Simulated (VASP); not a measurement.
## Sr3Bi: single point with PBE

The system is Sr3Bi.

```
Sr Bi
1.0
     7.50483    0.00000    0.00000
    -3.75242    6.49938    0.00000
     0.00000    0.00000    4.56624
Sr Bi
3 1
Direct
  0.67164 0.00000 0.50000
  0.00000 0.67164 0.50000
  0.32836 0.32836 0.50000
  0.00000 0.00000 0.00000
```

The cell was built from a structure type or drawn by symmetry, and may not be a known phase.

```yaml
Program: VASP 6.6.1
Task: single point
Functional: PBE
Potentials_or_basis: VASP PAW PBE potentials, release 64 (Sr_sv, Bi_d)
Cutoff: 520 eV
k_mesh: 6 × 6 × 10
Occupations: gaussian, width 0.1 eV
Spin: no spin polarisation
Dipole_correction: no
Further_INCAR_settings: ALGO = Fast; EDIFF = 1e-07; NBANDS = 30
```

```json
{
 "Pressure": "0.0 GPa",
 "Band gap on the k mesh": "zero (an odd number of electrons rules out a gap without spin polarisation)"
}
```

Levels at points of the mesh, in eV from the Fermi level:
```
           k point  band 20  band 21  band 22  band 23  band 24  band 25
(0.00, 0.00, 0.00)    -1.90    -1.90    -0.69     0.37     0.40     0.40
(0.50, 0.00, 0.00)    -2.16    -0.93    -0.76    -0.06     0.83     0.97
(0.00, 0.00, 0.50)    -1.48    -1.48    -0.30     0.08     1.07     1.30
(0.50, 0.00, 0.50)    -1.53    -1.49    -0.42     0.20     0.59     0.66
```

Run time: 30 min on 1 thread of AMD EPYC 7R13 (shared host), peak memory 0.46 GiB.

Caveat: spin-orbit coupling is left out, which moves the levels of the heavy elements.
